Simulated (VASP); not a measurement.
A run of VASP 6.6.1:

Contents of INCAR:

```
SYSTEM = Ta3H
PREC = Accurate
ENCUT = 520
EDIFF = 1E-6
ISMEAR = 0
SIGMA = 0.1
LREAL = .False.
LASPH = .True.
NELM = 100
ALGO = Normal
ISIF = 2
LWAVE = .False.
LCHARG = .False.
LDIPOL = .True.
IDIPOL = 3
DIPOL = 0.5 0.5 0.312
GGA = CA
NBANDS = 44
```

Contents of KPOINTS:

```
Automatic mesh
0
Gamma
  6 6 1
  0 0 0
```

Contents of POSCAR:

```
Ta3H
1.0
    4.6002247492      0.0000000000      0.0000000000
   -2.3001123746      3.9839114959      0.0000000000
    0.0000000000      0.0000000000     22.4017722044
Ta H
6 2
Direct
    0.6666666667      0.3333333333      0.1785573018
    0.3333333333      0.6666666667      0.2204743848
    0.0000000000      0.0000000000      0.2623914678
    0.6666666667      0.3333333333      0.3016814391
    0.3333333333      0.6666666667      0.3385386112
    0.0000000000      0.0000000000      0.3750494438
    0.2518155770      0.6666666667      0.4094217243
    0.4148510896      0.6666666667      0.4094217243
```

Potentials or basis: VASP PAW LDA potentials, release 64 (Ta_pv, H).

Run with:

```console
$ cat potpaw_LDA.64/Ta_pv/POTCAR potpaw_LDA.64/H/POTCAR > POTCAR
$ mpirun -np 1 vasp_std > vasp.out
```

Hardware: 1 thread of Intel(R) Xeon(R) 6975P-C (Granite Rapids), with other jobs on the host.

Problem. How long does it take, and how much memory?

Solution. It took 6.6 min on 1 thread of Intel(R) Xeon(R) 6975P-C (Granite Rapids), on a shared host, peak memory 0.46 GiB. Counts: scf iterations 35, k points 13.
